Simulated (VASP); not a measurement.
# Si2BO3 (P4mm) in VASP: notebook, part 3 of 3

VASP 6.6.1. Earlier steps stand in the parts before.

### Step 4. Single point, PBE

Contents of INCAR:

```
PREC = Accurate
ENCUT = 520
EDIFF = 1E-7
ISMEAR = 0
SIGMA = 0.1
LREAL = F
LASPH = T
NELM = 100
ALGO = Normal
ISIF = 2
LWAVE = F
LCHARG = F
GGA = PE
NBANDS = 24
```

Contents of KPOINTS:

```
Automatic mesh
0
Gamma
  10 10 8
```

Contents of POSCAR:

```
Si2BO3
1.0
    3.8680199857      0.0000000000      0.0000000000
    0.0000000000      3.8680199857      0.0000000000
    0.0000000000      0.0000000000      4.8595721986
Si B O
2 1 3
Direct
    0.5000000000      0.0000000000      0.5786098541
    0.0000000000      0.5000000000      0.5786098541
    0.5000000000      0.5000000000      0.8752152395
    0.0000000000      0.0000000000      0.4834919805
    0.5000000000      0.0000000000      0.9201273309
    0.0000000000      0.5000000000      0.9201273309
```

Potentials or basis: VASP PAW PBE potentials, release 64 (Si, B, O).

On the command line:

```console
> cat potpaw_PBE.64/Si/POTCAR potpaw_PBE.64/B/POTCAR potpaw_PBE.64/O/POTCAR > POTCAR
> mpirun -np 1 vasp_std > vasp.out
```

OUTCAR:

```text
PREC = Accurate
   ENCUT = 520
   EDIFF = 1E-7
   ISMEAR = 0
   LREAL = F
   LASPH = T
   NELM = 100
   ISIF = 2
   GGA = PE

 ion  position               nearest neighbor table
   1  0.500  0.000  0.579-   5 1.66   4 1.99   4 1.99   3 2.41   3 2.41   2 2.74   2 2.74   2 2.74
                             2 2.74
   2  0.000  0.500  0.579-   6 1.66   4 1.99   4 1.99   3 2.41   3 2.41   1 2.74   1 2.74   1 2.74
                             1 2.74
   3  0.500  0.500  0.875-   5 1.95   6 1.95   5 1.95   6 1.95   1 2.41   1 2.41   2 2.41   2 2.41

   4  0.000  0.000  0.483-   1 1.99   2 1.99   2 1.99   1 1.99
   5  0.500  0.000  0.920-   1 1.66   3 1.95   3 1.95
   6  0.000  0.500  0.920-   2 1.66   3 1.95   3 1.95

  LATTYP: Found a simple tetragonal cell.
 ALAT       =     3.8680199857
 C/A-ratio  =     1.2563461969

  Lattice vectors:

 A1 = (   3.8680199857,   0.0000000000,   0.0000000000)
 A2 = (   0.0000000000,   3.8680199857,   0.0000000000)
 A3 = (   0.0000000000,   0.0000000000,   4.8595721986)

Analysis of symmetry for initial positions (statically):
=====================================================================
 Subroutine PRICEL returns:
 Original cell was already a primitive cell.

 Routine SETGRP: Setting up the symmetry group for a
 simple tetragonal supercell.

 Subroutine GETGRP returns: Found  8 space group operations
 (whereof  8 operations were pure point group operations)
 out of a pool of 16 trial point group operations.

The static configuration has the point symmetry C_4v.

Analysis of symmetry for dynamics (positions and initial velocities):
=====================================================================
 Subroutine PRICEL returns:
 Original cell was already a primitive cell.

 Routine SETGRP: Setting up the symmetry group for a
 simple tetragonal supercell.

 Subroutine GETGRP returns: Found  8 space group operations
 (whereof  8 operations were pure point group operations)
 out of a pool of 16 trial point group operations.

The dynamic configuration has the point symmetry C_4v.

 Subroutine INISYM returns: Found  8 space group operations
 (whereof  8 operations are pure point group operations),
 and found     1 'primitive' translations

----------------------------------------------------------------------------------------

                                     Primitive cell

  volume of cell :      72.7069

  direct lattice vectors                    reciprocal lattice vectors
     3.868019986  0.000000000  0.000000000     0.258530205  0.000000000  0.000000000
     0.000000000  3.868019986  0.000000000     0.000000000  0.258530205  0.000000000
     0.000000000  0.000000000  4.859572199     0.000000000  0.000000000  0.205779431

  length of vectors
     3.868019986  3.868019986  4.859572199     0.258530205  0.258530205  0.205779431

  position of ions in fractional coordinates (direct lattice)
     0.500000000  0.000000000  0.578609854
     0.000000000  0.500000000  0.578609854
     0.500000000  0.500000000  0.875215240
     0.000000000  0.000000000  0.483491980
     0.500000000  0.000000000  0.920127331
     0.000000000  0.500000000  0.920127331

[... 27 lines left out ...]
  Shift w.r.t. Gamma in fractional coordinates (k-lattice)
     0.000000000  0.000000000  0.000000000

 Subroutine IBZKPT returns following result:
 ===========================================

 Found    105 irreducible k-points:

 Following reciprocal coordinates:
            Coordinates               Weight
  0.000000  0.000000  0.000000      1.000000
  0.100000  0.000000  0.000000      4.000000
  0.200000  0.000000  0.000000      4.000000
  0.300000  0.000000  0.000000      4.000000
  0.400000  0.000000  0.000000      4.000000
  0.500000  0.000000  0.000000      2.000000
[... 16 lines left out ...]
  0.100000  0.000000  0.125000      8.000000
  0.200000  0.000000  0.125000      8.000000
 [... further k-points ...]
   k-points           NKPTS =    105   k-points in BZ     NKDIM =    105   number of bands    NBANDS=     24
   number of dos      NEDOS =    301   number of ions     NIONS =      6
   total plane-waves  NPLWV =  32400
   dimension x,y,z NGX =    30 NGY =   30 NGZ =   36
   dimension x,y,z NGXF=    60 NGYF=   60 NGZF=   72
   ions per type =               2   1   3
   NGX,Y,Z   is equivalent  to a cutoff of  12.89, 12.89, 12.32 a.u.
   NGXF,Y,Z  is equivalent  to a cutoff of  25.79, 25.79, 24.63 a.u.
 SYSTEM =  unknown system
   PREC   = accura    normal or accurate (medium, high low for compatibility)
   ISTART =      0    job   : 0-new  1-cont  2-samecut
   ICHARG =      2    charge: 1-file 2-atom 10-const
   ISPIN  =      1    spin polarized calculation?
   LNONCOLLINEAR =      F non collinear calculations
   LSORBIT =      F    spin-orbit coupling
   LASPH  =      T    aspherical Exc in radial PAW
   ENCUT  =  520.0 eV  38.22 Ry    6.18 a.u.   7.19  7.19  9.04*2*pi/ulx,y,z
   NELM   =    100;   NELMIN=  2; NELMDL= -5     # of ELM steps
   EDIFF  = 0.1E-06   stopping-criterion for ELM
   LREAL  =      F    real-space projection
   EDIFFG = 0.1E-05   stopping-criterion for IOM
   NSW    =      0    number of steps for IOM
   IBRION =     -1    ionic relax: 0-MD 1-quasi-New 2-CG
   NFREE  =      0    steps in history (QN), initial steepest desc. (CG)
   ISIF   =      2    stress and relaxation
   ISYM   =      2    0-nonsym 1-usesym 2-fastsym
   POTIM  = 0.5000    time-step for ionic-motion
   TEBEG  =    0.0;   TEEND  =   0.0 temperature during run
   PSTRESS=    0.0 pullay stress
   NELECT =      29.0000    total number of electrons
   NUPDOWN=      -1.0000    fix difference up-down
   EMIN   =  10.00;   EMAX   =-10.00  energy-range for DOS
   EFERMI =   0.00;   METHOD = LEGACY
   ISMEAR =     0;   SIGMA  =   0.10  broadening in eV -4-tet -1-fermi 0-gaus
   EFERMI_NEDOS =   21; number of points for ismear=-14 and -15
   IALGO  =     38    algorithm
   IMIX   =      4    mixing-type and parameters
     AMIX     =   0.40;   BMIX     =  1.00
     AMIX_MAG =   1.60;   BMIX_MAG =  1.00
  volume/ion in A,a.u.               =      12.12        81.78
  Fermi-wavevector in a.u.,A,eV,Ry     =   1.205079  2.277270 19.758604  1.452216
  Thomas-Fermi vector in A             =   2.340786
   LORBIT       =      0    0 simple, 1 ext, 2 COOP (PROOUT), +10 PAW based schemes
   GGA     = PE    functional components
   LHFCALC =     F    Hartree Fock is set to
   AEXX    =    0.0000 exact exchange contribution
   IVDW    =     0    specifies the selected vdW correction
   LEPSILON=     F    determine dielectric tensor
   LRPA    =     F    only Hartree local field effects (RPA)
 non-spin polarized calculation
 Gauss-broadening in eV      SIGMA  =   0.10
  energy-cutoff  :      520.00
  volume of cell :       72.71
 maximum number of plane-waves:      1992
 NGX is ok and might be reduce to    30
   NGX = 15   NGY = 15   NGZ = 19

 number of electron      29.0000010 magnetization

 Free energy of the ion-electron system (eV)
  ---------------------------------------------------
  ext. energy  EPLUGINS =         0.00000000
  ---------------------------------------------------
  free energy    TOTEN  =       -33.82589239 eV

  energy without entropy =      -33.81550983  energy(sigma->0) =      -33.82070111

 E-fermi :   5.2557     XC(G=0): -10.0445

 val. band max:        5.2142050264   @ k =   0.2000   0.1000   0.2500
 cond. band min:       5.2629838119   @ k =   0.3000   0.0000   0.1250
 fundamental gap:      0.0487787855
 Fermi energy:         5.2556573520

 k-point     1 :       0.0000    0.0000    0.0000
  band No.  band energies     occupation
      1     -16.4090      2.00000
      2     -14.9509      2.00000
      3     -13.9903      2.00000
      4      -3.8121      2.00000
      5      -3.4984      2.00000
      6      -3.4984      2.00000
[... 637 lines left out ...]
     23      13.2247      0.00000
     24      14.0323      0.00000

 [... further k-points ...]
[... 5 lines left out ...]
  --------------------------------------------------------------------------------------
  -------------------------------------------------------------------------------------
  Total       -0.0086649     -0.0086649      0.3139718      0.0000000      0.0000000      0.0000000
  in kB       -0.1909409     -0.1909409      6.9187210      0.0000000      0.0000000      0.0000000
  external PRESSURE =       2.1789464 kB  Pullay stress =       0.0000000 kB

 VOLUME and BASIS-vectors are now :
 -----------------------------------------------------------------------------
  energy-cutoff  :      520.00
  volume of cell :       72.71
      direct lattice vectors                 reciprocal lattice vectors
     3.868019986  0.000000000  0.000000000     0.258530205  0.000000000  0.000000000
     0.000000000  3.868019986  0.000000000     0.000000000  0.258530205  0.000000000
     0.000000000  0.000000000  4.859572199     0.000000000  0.000000000  0.205779431

 POSITION                                       TOTAL-FORCE (eV/Angst)
 -----------------------------------------------------------------------------------
      1.93401      0.00000      2.81180         0.000000     -0.000000     -0.118107
      0.00000      1.93401      2.81180         0.000000     -0.000000     -0.118107
      1.93401      1.93401      4.25317         0.000000     -0.000000      0.023211
      0.00000      0.00000      2.34956         0.000000     -0.000000     -0.010025
      1.93401      0.00000      4.47143        -0.000000      0.000000      0.111514
      0.00000      1.93401      4.47143         0.000000     -0.000000      0.111514
 -----------------------------------------------------------------------------------
    total drift:                                0.000000      0.000000      0.000799

  FREE ENERGIE OF THE ION-ELECTRON SYSTEM (eV)
  ---------------------------------------------------
  free  energy   TOTEN  =       -33.8258923943 eV

  energy  without entropy=      -33.8155098301  energy(sigma->0) =      -33.82070111
```

OSZICAR:

```text
N       E                     dE             d eps       ncg     rms          rms(c)
DAV:   1     0.121455856165E+03    0.12146E+03   -0.14209E+04  5048   0.108E+03
DAV:   2    -0.282082066814E+02   -0.14966E+03   -0.14141E+03  6296   0.233E+02
DAV:   3    -0.371388624228E+02   -0.89307E+01   -0.88228E+01  6656   0.566E+01
DAV:   4    -0.372353939189E+02   -0.96531E-01   -0.96418E-01  5680   0.647E+00
DAV:   5    -0.372365354697E+02   -0.11416E-02   -0.11415E-02  6568   0.677E-01    0.132E+01
DAV:   6    -0.339824078450E+02    0.32541E+01   -0.13103E+01  5880   0.251E+01    0.705E+00
DAV:   7    -0.338533525575E+02    0.12906E+00   -0.11818E+00  5912   0.721E+00    0.303E+00
DAV:   8    -0.338298238617E+02    0.23529E-01   -0.13944E-01  6256   0.256E+00    0.105E+00
DAV:   9    -0.338251313577E+02    0.46925E-02   -0.28518E-02  6688   0.124E+00    0.289E-01
DAV:  10    -0.338256456760E+02   -0.51432E-03   -0.54407E-03  6336   0.492E-01    0.136E-01
DAV:  11    -0.338258608432E+02   -0.21517E-03   -0.98325E-04  6056   0.223E-01    0.683E-02
DAV:  12    -0.338258707590E+02   -0.99158E-05   -0.12227E-04  6856   0.954E-02    0.308E-02
DAV:  13    -0.338258925158E+02   -0.21757E-04   -0.66782E-05  5528   0.501E-02    0.126E-02
DAV:  14    -0.338258917604E+02    0.75545E-06   -0.71495E-06  7232   0.239E-02    0.334E-03
DAV:  15    -0.338258924447E+02   -0.68431E-06   -0.23906E-06  5792   0.950E-03    0.182E-03
DAV:  16    -0.338258923943E+02    0.50392E-07   -0.82959E-08  5008   0.207E-03
   1 F= -.33825892E+02 E0= -.33820701E+02  d E =-.103826E-01
```

Run time: 3.7 min. Hardware: 1 thread of Intel Xeon Platinum 8259CL at 2.50GHz (Skylake/Cascade Lake), shared host; peak memory 0.28 GiB.

What came out:

```yaml
Free_energy: -33.8259 eV
Pressure: 0.2 GPa
Largest_force: 0.118 eV/Å
```

Forces on the atoms (eV/Å):
```
Si   0.000  0.000 -0.118
Si   0.000  0.000 -0.118
B    0.000  0.000  0.023
O    0.000  0.000 -0.010
O    0.000  0.000  0.112
O    0.000  0.000  0.112
```

Caveat: an odd number of electrons without spin polarisation forces a metal; a magnetic or distorted state may lie lower.

### Step 5. Relaxation of cell and atoms, PBE

Contents of INCAR:

```
SYSTEM = Si2BO3
ALGO = Normal ; EDIFF = 1E-6
EDIFFG = -0.01 ; ENCUT = 600
GGA = PE ; IBRION = 2
ISIF = 3 ; ISMEAR = 0
LASPH = .True. ; LCHARG = .False.
LREAL = .False. ; LWAVE = .False.
NELM = 100 ; NSW = 100
PREC = Accurate ; SIGMA = 0.1
```

Contents of KPOINTS:

```
k-points
0
Gamma
  10 10 8
  0 0 0
```

Contents of POSCAR:

```
Si2BO3
1.0
    3.8711470225      0.0000000000      0.0000000000
    0.0000000000      3.8711470225      0.0000000000
    0.0000000000      0.0000000000      4.8590256497
Si B O
2 1 3
Direct
    0.5000000000      0.0000000000      0.5757669067
    0.0000000000      0.5000000000      0.5757669067
    0.5000000000      0.5000000000      0.8856577754
    0.0000000000      0.0000000000      0.4846585912
    0.5000000000      0.0000000000      0.9171657050
    0.0000000000      0.5000000000      0.9171657050
```

On the command line:

```console
> cat potpaw_PBE.64/Si/POTCAR potpaw_PBE.64/B/POTCAR potpaw_PBE.64/O/POTCAR > POTCAR
> mpirun -np 1 vasp_std > vasp.out
```

It took 23 min on 1 thread of Intel Xeon Platinum 8259CL at 2.50GHz (Skylake/Cascade Lake), shared host; peak memory 0.3 GiB.

The run converged. Its results:

```
Free energy                            : -33.8386 eV
Relaxed volume                         : 11.56 Å³/atom
Relaxed cell                           : a = 3.870 Å, b = 3.870 Å, c = 4.630 Å, α = 90.00°, β = 90.00°, γ = 90.00°
Space group after relaxing (to 0.05 Å) : P4mm (No. 99)
Energy gained by relaxing              : 1.7 meV/atom
Ionic steps                            : 26
Pressure after relaxing                : 0.1 GPa
Largest force after relaxing           : 0.007 eV/Å
```

Forces on the atoms (eV/Å):
```
Si   0.000  0.000 -0.007
Si   0.000  0.000 -0.007
B    0.000  0.000  0.007
O    0.000  0.000 -0.001
O    0.000  0.000  0.004
O    0.000  0.000  0.004
```

Stress tensor (GPa, compression positive):
```
 0.09  0.00  0.00
 0.00  0.09  0.00
 0.00  0.00 -0.03
```

The path:
```tsv
step	energy change (eV)	largest force (eV/Å)	pressure (GPa)	volume (Å³)
1	0.0000	0.2700	-0.16	72.82
2	0.0035	0.4242	-1.37	72.69
3	-0.0031	0.1105	-0.68	72.77
4	-0.0050	0.0671	0.11	72.26
5	-0.0050	0.0615	0.20	72.20
6	-0.0059	0.0527	0.15	72.21
7	-0.0068	0.0592	0.01	72.23
8	-0.0066	0.1238	-0.53	72.24
9	-0.0070	0.0468	-0.20	72.23
10	-0.0075	0.0177	-0.06	72.06
11	-0.0077	0.0261	0.12	71.82
12	-0.0079	0.0299	-0.10	71.81
13	-0.0079	0.0305	-0.13	71.80
14	-0.0081	0.0361	-0.03	71.64
15	-0.0082	0.0786	0.10	71.43
16	-0.0082	0.0782	0.09	71.41
17	-0.0083	0.0750	0.08	71.35
18	-0.0085	0.0699	0.08	71.24
19	-0.0088	0.0641	0.07	71.00
20	-0.0093	0.0564	0.04	70.53
21	-0.0097	0.0573	0.04	69.59
22	-0.0097	0.0659	0.04	69.43
23	-0.0098	0.0544	-0.09	69.44
24	-0.0098	0.0519	-0.13	69.44
25	-0.0100	0.0324	-0.08	69.41
26	-0.0101	0.0071	0.05	69.36
```

Final structure:
```cif
data_structure
_symmetry_space_group_name_H-M 'P 1'
_symmetry_Int_Tables_number 1
_cell_length_a 3.8704
_cell_length_b 3.8704
_cell_length_c 4.6298
_cell_angle_alpha 90.000
_cell_angle_beta 90.000
_cell_angle_gamma 90.000
_cell_volume 69.36
loop_
_atom_site_label
_atom_site_type_symbol
_atom_site_fract_x
_atom_site_fract_y
_atom_site_fract_z
_atom_site_occupancy
Si1 Si 0.50000 0.00000 0.57004 1
Si2 Si 0.00000 0.50000 0.57004 1
B1 B 0.50000 0.50000 0.87931 1
O1 O 0.00000 0.00000 0.47653 1
O2 O 0.50000 0.00000 0.93013 1
O3 O 0.00000 0.50000 0.93013 1
```

Levels at points of the mesh, in eV from the Fermi level:
```
           k point  band 10  band 11  band 12  band 13  band 14  band 15  band 16  band 17  band 18
(0.00, 0.00, 0.00)    -5.65    -4.02    -2.85    -2.85    -2.16    -1.17     1.55     2.03     2.03
(0.50, 0.00, 0.00)    -4.76    -4.02    -3.42    -2.80    -2.44     0.60     0.90     2.07     3.28
(0.50, 0.50, 0.00)    -4.37    -4.21    -3.59    -2.11     0.06     0.06     0.92     2.90     2.90
(0.00, 0.00, 0.50)    -5.19    -4.45    -2.94    -2.94    -2.34     0.01     1.73     1.73     2.16
(0.50, 0.00, 0.50)    -5.49    -3.60    -3.21    -2.66    -1.72     0.20     1.11     2.40     2.89
(0.50, 0.50, 0.50)    -5.24    -3.58    -3.41    -2.10     0.66     0.66     2.25     2.25     2.95
```

Caveat: an odd number of electrons without spin polarisation forces a metal; a magnetic or distorted state may lie lower.

### Step 6. Single point, PBE

This run uses another cell than the first one, of 12.75 Å³/atom, 1.050 times its volume.

Contents of INCAR:

```
PREC     = Accurate       # precision mode
ENCUT    = 520            # plane-wave cutoff, eV
EDIFF    = 1E-6           # SCF threshold, eV
ISMEAR   = 0              # smearing method
SIGMA    = 0.1            # smearing width, eV
LREAL    = F              # projectors in reciprocal space
LASPH    = T              # aspherical terms in the spheres
NELM     = 100            # most SCF steps
ALGO     = Normal         # electronic algorithm
ISIF     = 2              # what is computed and relaxed
LWAVE    = F              # write WAVECAR
LCHARG   = F              # write CHGCAR
GGA      = PE             # functional
NBANDS   = 24             # bands
```

Contents of KPOINTS:

```
regular mesh
0
Gamma
  4 4 4
```

Contents of POSCAR:

```
Si2BO3
1.0
    4.1457066100      0.0000000000      0.0000000000
    0.0000000000      4.1457066100      0.0000000000
    0.0000000000      0.0000000000      4.4495762200
Si B O
2 1 3
Direct
    0.5000000000      0.0000000000      0.5039415500
    0.0000000000      0.5000000000      0.5039415500
    0.5000000000      0.5000000000      0.9305108100
    0.0000000000      0.0000000000      0.6909523200
    0.5000000000      0.0000000000      0.8634176800
    0.0000000000      0.5000000000      0.8634176800
```

Potentials or basis: VASP PAW PBE potentials, release 64 (Si, B, O).

On the command line:

```console
> cat potpaw_PBE.64/Si/POTCAR potpaw_PBE.64/B/POTCAR potpaw_PBE.64/O/POTCAR > POTCAR
> mpirun -np 1 vasp_std > vasp.out
```

It took 29 s on 1 thread of Intel Xeon Platinum 8259CL at 2.50GHz (Skylake/Cascade Lake), shared host; peak memory 0.19 GiB.

The run converged. Its results:

```yaml
Free_energy: -29.7406 eV
Pressure: 0.3 GPa
Largest_force: 5.034 eV/Å
```

Forces in eV/Å, atoms in the order of the input:
```
Si   0.000  0.000 -0.970
Si   0.000  0.000 -0.970
B    0.000  0.000 -0.307
O    0.000  0.000 -5.034
O    0.000  0.000  3.640
O    0.000  0.000  3.640
```

Stress tensor (GPa, compression positive):
```
-5.79  0.00  0.00
 0.00 -5.79  0.00
 0.00  0.00 12.50
```

Levels at points of the mesh, in eV from the Fermi level:
| k point | band 12 | band 13 | band 14 | band 15 | band 16 | band 17 |
| --- | --- | --- | --- | --- | --- | --- |
| (0.00, 0.00, 0.00) | -1.28 | -0.70 | -0.39 | -0.39 | 1.61 | 2.18 |
| (0.50, 0.00, 0.00) | -1.78 | -0.89 | -0.15 | 0.60 | 1.17 | 2.23 |
| (0.50, 0.50, 0.00) | -2.10 | -1.30 | -1.20 | -1.20 | -0.24 | 2.98 |
| (0.00, 0.00, 0.50) | -1.70 | -0.89 | -0.89 | 0.80 | 1.90 | 1.90 |
| (0.50, 0.00, 0.50) | -2.09 | -0.41 | -0.34 | 0.17 | 1.40 | 1.57 |
| (0.50, 0.50, 0.50) | -2.32 | -2.07 | -0.84 | -0.84 | 2.05 | 2.78 |

Caveat: the k points lie up to 0.38 Å⁻¹ apart; an odd number of electrons without spin polarisation forces a metal; a magnetic or distorted state may lie lower.

### Step 7. Overview

| task | spin | cell | k mesh | cutoff (eV) | gap on the mesh (eV) | pressure (GPa) | moment (μB) | largest force (eV/Å) |
| --- | --- | --- | --- | --- | --- | --- | --- | --- |
| single point | collinear, ferromagnetic start | a = 3.871, b = 3.871, c = 4.859 Å, 6 atoms | 4 × 4 × 4 | 520 | none | 0.4 | 0.00 | 0.12 |
| single point | collinear, ferromagnetic start | a = 4.146, b = 4.146, c = 4.450 Å, 6 atoms | 4 × 4 × 4 | 520 | none | 0.3 | 0.00 | 5.03 |
| single point | off | a = 3.868, b = 3.868, c = 4.860 Å, 6 atoms | 10 × 10 × 8 | 520 | none | 0.2 | - | 0.12 |
| relaxation of cell and atoms | off | relaxed from a = 3.871, b = 3.871, c = 4.859 Å, 6 atoms | 10 × 10 × 8 | 600 | none | 0.1 | - | 0.01 |
| single point | off | a = 4.146, b = 4.146, c = 4.450 Å, 6 atoms | 4 × 4 × 4 | 520 | none | 0.3 | - | 5.03 |

Alike in all rows: level PBE; potentials or basis VASP PAW PBE potentials, release 64 (Si, B, O); smearing gaussian 0.1 eV.

Caveats: some runs use coarse meshes; an odd number of electrons without spin polarisation forces a metal (some runs); a magnetic or distorted state may lie lower (some runs); forces of over 1 eV/Å act on the atoms, so gaps and moduli don't describe the material at rest (some runs).

Total energies depend on the potentials used, so only differences within one code and one set of settings carry meaning.
